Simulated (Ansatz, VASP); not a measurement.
**In in VASP and in Ansatz**

File INCAR:

```
PREC = Accurate
ENCUT = 500
EDIFF = 1E-6
ISMEAR = -1
SIGMA = 0.1
LREAL = F
LASPH = T
NELM = 120
ALGO = Normal
ISIF = 2
LWAVE = F
LCHARG = F
GGA = PE
NBANDS = 12
GGA_COMPAT = F
```

The input KPOINTS:

```
Automatic mesh
0
Gamma
  9 9 9
```

The input POSCAR:

```
In
1.0
   -1.9154141658      1.9154141658      1.9154141658
    1.9154141658     -1.9154141658      1.9154141658
    1.9154141658      1.9154141658     -1.9154141658
In
1
Direct
    0.0000000000      0.0000000000      0.0000000000
```

Input for Ansatz:

```yaml
crystal:
  lattice:
    - [-1.9154141657526713, 1.9154141657526713, 1.9154141657526713]
    - [1.9154141657526713, -1.9154141657526713, 1.9154141657526713]
    - [1.9154141657526713, 1.9154141657526713, -1.9154141657526713]
  atoms:
    - { symbol: In, position: [0.0, 0.0, 0.0] }
basis:
  ecutwfc: 450.0
kpoints:
  mp_grid:
    grid: [9, 9, 9]
hamiltonian:
  xc: pbe
  pseudopotentials:
    kind: paw
scf:
  occupations:
    method: fermi_dirac
    width: 0.1
output:
  stress: true
```

Alike in both runs: task single point; functional PBE; k mesh 9 × 9 × 9; occupations fermi-dirac, width 0.1 eV; no spin polarisation.

|  | VASP | Ansatz |
| --- | --- | --- |
| version | VASP 6.6.1 | Ansatz 0.2.0 |
| potentials or method | VASP PAW PBE potentials, release 64 (In_d), cutoff 500 eV | plane waves, PAW |
| valence electrons in the cell | 13 | 13 |

|  | VASP | Ansatz | Ansatz less VASP |
| --- | --- | --- | --- |
| pressure (GPa) | -0.2 | -0.2 | +0.03 |

The functional is the same, so the differences come from potentials, cutoffs and numerics.
